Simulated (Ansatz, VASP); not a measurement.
## NaI4 in VASP and in Ansatz

```xyz
5
Lattice="3.1145 -3.1145 0.0000 3.1145 3.1145 0.0000 0.0000 0.0000 8.4216" Properties=species:S:1:pos:R:3 pbc="T T T"
Na    0.0000    0.0000    0.0000
I     3.8931   -1.5572    6.2058
I     3.8931    1.5572    6.2058
I     2.3359   -1.5572    2.2158
I     2.3359    1.5572    2.2158
```

Alike in both runs: task relaxation of cell and atoms; functional PBE; dispersion D3(BJ); k mesh 4 × 4 × 2; occupations gaussian, width 0.1 eV; no spin polarisation.

|  | VASP | Ansatz |
| --- | --- | --- |
| version | VASP 6.6.1 | Ansatz 0.2.0 |
| potentials or method | VASP PAW PBE potentials, release 64 (Na_pv, I), cutoff 600 eV | scalar-relativistic, plane waves, PAW |
| valence electrons in the cell | 35 | 77 |

```tsv
	VASP	Ansatz	Ansatz less VASP
gap on the k mesh at the Fermi level, each at its own relaxed structure (eV)	none	none	-
relaxed volume (Å³/atom)	43.09	42.20	-0.886
relaxed cell length with the largest relative difference (Å)	8.312	8.232	-0.0801
```

A gap of «none» marks a metal or a gap that the smearing closes. VASP's potentials hold 35 valence electrons a cell and Ansatz's 77, so a difference there can come from the potentials and not from the codes.

The k mesh is coarse, so the values compare programs but aren't converged. Neither program's run includes spin-orbit coupling. Noted on VASP's run: the volume moved by over 15 % at a fixed basis, so the end points are rough.
